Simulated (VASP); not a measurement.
A run of VASP 6.6.1 is set up as follows.

File INCAR:

```
PREC     = Accurate       # precision mode
ENCUT    = 520            # plane-wave cutoff, eV
EDIFF    = 1E-6           # SCF threshold, eV
ISMEAR   = 0              # smearing method
SIGMA    = 0.05           # smearing width, eV
LREAL    = False          # projectors in reciprocal space
LASPH    = True           # aspherical terms in the spheres
NELM     = 100            # most SCF steps
ALGO     = Normal         # electronic algorithm
ISIF     = 2              # what is computed and relaxed
LWAVE    = False          # write WAVECAR
LCHARG   = False          # write CHGCAR
GGA      = CA             # functional
NBANDS   = 16             # bands
```

The input KPOINTS:

```
regular mesh
0
Gamma
  12 12 4
```

Contents of POSCAR:

```
BN
1.0
    2.3091399482      0.0000000000      0.0000000000
   -1.1545699741      1.9997738560      0.0000000000
    0.0000000000      0.0000000000      6.6378536950
B N
2 2
Direct
    0.3333333333      0.6666666667      0.2500000000
    0.6666666667      0.3333333333      0.7500000000
    0.3333333333      0.6666666667      0.7500000000
    0.6666666667      0.3333333333      0.2500000000
```

Potentials or basis: VASP PAW LDA potentials, release 64 (B, N).

Run with:

```console
$ cat potpaw_LDA.64/B/POTCAR potpaw_LDA.64/N/POTCAR > POTCAR
$ mpirun -np 1 vasp_std > vasp.out
```

Q: What does it give for the pressure?

A: 76.8 GPa.

Q: What does it give for the band gap on the k mesh?

A: 4.41 eV, indirect (least direct gap 5.08 eV).

Stress tensor (GPa, compression positive):
```
115.65   0.00   0.00
  0.00 115.65   0.00
  0.00   0.00  -0.75
```

 A k mesh can miss the band edges.
